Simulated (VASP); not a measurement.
RbSn2H2, 5 atoms in the cell. The typed cell holds 5 atoms: a = 4.904 Å, b = 4.904 Å, c = 5.246 Å, α = 90.00°, β = 90.00°, γ = 60.00°. 

```yaml
Program: VASP 6.6.1
Task: single point
Functional: r2SCAN
Potentials_or_basis: VASP PAW PBE potentials, release 64 (Sn_d, H, Rb_sv)
Cutoff: 520 eV
k_mesh: 6 × 6 × 5
Occupations: tetrahedron
Spin: no spin polarisation
Dipole_correction: no
Further_INCAR_settings: ALGO = Normal; EDIFF = 1e-07; NBANDS = 28
```

Potentials or basis: VASP PAW PBE potentials, release 64 (Sn_d, H, Rb_sv).

The run is started by

```console
$ cat potpaw_PBE.64/Sn_d/POTCAR potpaw_PBE.64/H/POTCAR potpaw_PBE.64/Rb_sv/POTCAR > POTCAR
$ cp INCAR.step1 INCAR
$ mpirun -np 1 vasp_std > vasp.out
$ cp INCAR.step2 INCAR
$ mpirun -np 1 vasp_std > vasp.out
```

Hardware: 1 thread of Intel(R) Xeon(R) 6975P-C (Granite Rapids), on a shared host.

**Question.** Estimate the wall time of this run.

**Answer.** Wall time 3.2 min on 1 thread of Intel(R) Xeon(R) 6975P-C (Granite Rapids) (shared host), peak memory 0.33 GiB. Counts: k points 55.
